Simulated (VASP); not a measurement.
CdS (Greenockite), 4 atoms in the cell. It takes space group P6_3mc (No. 186, hexagonal). Conventional cell: a = 4.080 Å, b = 4.080 Å, c = 6.629 Å, α = 90.00°, β = 90.00°, γ = 120.00°. Within 3.3 Å of Cd (site symmetry 3m) lie 4 S at 2.49 to 2.50 Å. Within 3.3 Å of S (site symmetry 3m) lie 4 Cd at 2.49 to 2.50 Å. 

```yaml
Program: VASP 6.6.1
Task: single point
Functional: r2SCAN
Potentials_or_basis: VASP PAW PBE potentials, release 64 (Cd, S)
Cutoff: 520 eV
k_mesh: 12 × 12 × 4
Occupations: fermi-dirac, width 0.02 eV
Spin: no spin polarisation
Dipole_correction: no
Further_INCAR_settings: ALGO = Normal; EDIFF = 1e-06; NBANDS = 26
```

Potentials or basis: VASP PAW PBE potentials, release 64 (Cd, S).

Launch:

```console
$ cat potpaw_PBE.64/Cd/POTCAR potpaw_PBE.64/S/POTCAR > POTCAR
$ cp INCAR.step1 INCAR
$ mpirun -np 1 vasp_std > vasp.out
$ cp INCAR.step2 INCAR
$ mpirun -np 1 vasp_std > vasp.out
```

Hardware: 1 thread of Intel Xeon 6975P-C (shared host).

Question: How long does it take, and how much memory?

Answer: It took 8.2 min on 1 thread of Intel Xeon 6975P-C, on a shared host, peak memory 0.29 GiB. Counts: k points 57.
